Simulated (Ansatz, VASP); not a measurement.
Yb in VASP and in Ansatz

File INCAR:

```
SYSTEM = Yb
  ALGO = Normal
  EDIFF = 1E-6
  ENCUT = 520
  GGA = PE
  ISIF = 2
  ISMEAR = -1
  ISPIN = 2
  LASPH = .TRUE.
  LCHARG = .FALSE.
  LMAXMIX = 6
  LORBIT = 11
  LREAL = .FALSE.
  LWAVE = .FALSE.
  MAGMOM = 1
  NBANDS = 22
  NELM = 150
  PREC = Accurate
  SIGMA = 0.05
```

The input KPOINTS:

```
k-points
0
G
  9 9 9
  0 0 0
```

The input POSCAR:

```
Yb
1.0
   -2.1075628599      2.1075628599      2.1075628599
    2.1075628599     -2.1075628599      2.1075628599
    2.1075628599      2.1075628599     -2.1075628599
Yb
1
Direct
    0.0000000000      0.0000000000      0.0000000000
```

File input.yaml:

```yaml
crystal:
  lattice:
    - [-2.1075628599, 2.1075628599, 2.1075628599]
    - [2.1075628599, -2.1075628599, 2.1075628599]
    - [2.1075628599, 2.1075628599, -2.1075628599]
  atoms:
    - { symbol: Yb, position: [0.0, 0.0, 0.0], spin: 1.0 }
hamiltonian:
  xc: pbe
  pseudopotentials: { kind: paw }
magnetization:
  spin_polarized: true
kpoints:
  mp_grid: { grid: [9, 9, 9] }
scf:
  occupations: { method: fermi_dirac, width: 0.05 }
output:
  forces: true
  stress: true
  eigenvalues: true
```

Alike in both runs: task single point; functional PBE; k mesh 9 × 9 × 9; occupations fermi-dirac, width 0.05 eV; collinear spin.

|  | VASP | Ansatz |
| --- | --- | --- |
| version | VASP 6.6.1 | Ansatz 0.2.0 |
| potentials or method | VASP PAW PBE potentials, release 64 (Yb) | Ansatz PAW |
| plane-wave cutoff (eV) | 520 | 420 |
| valence electrons in the cell | 24 | 24 |

```tsv
	VASP	Ansatz	Ansatz less VASP
gap on the k mesh at the Fermi level (eV)	none	none	-
pressure (GPa)	-1.3	-1.4	-0.11
net moment per atom (μB)	0.00	0.00	-0.002
```

A gap of «none» marks a metal or a gap that the smearing closes.

Spin-orbit coupling is off throughout.
